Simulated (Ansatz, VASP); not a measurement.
## NbRu3C in VASP and in Ansatz

```xyz
5
Lattice="4.1186 0.0000 0.0000 0.0000 4.1186 0.0000 0.0000 0.0000 4.1186" Properties=species:S:1:pos:R:3 pbc="T T T"
Nb    0.0000    0.0000    0.0000
Ru    0.0000    2.0593    2.0593
Ru    2.0593    0.0000    2.0593
Ru    2.0593    2.0593    0.0000
C     2.0593    2.0593    2.0593
```

Alike in both runs: task single point; functional PBE; k mesh 6 × 6 × 6; occupations fermi-dirac, width 0.1 eV; no spin polarisation.

|  | VASP | Ansatz |
| --- | --- | --- |
| version | VASP 6.6.1 | Ansatz 0.2.0 |
| potentials or method | VASP PAW PBE potentials, release 64 (Nb_sv, Ru_pv, C), cutoff 520 eV | plane waves, PAW |
| valence electrons in the cell | 59 | 65 |

VASP gave:

```
pressure (GPa) : -12.9
```

Question: What did Ansatz give for the same quantities?

Answer: Pressure (GPa): -12.8.

VASP's potentials hold 59 valence electrons a cell and Ansatz's 65, so a difference there can come from the potentials and not from the codes.
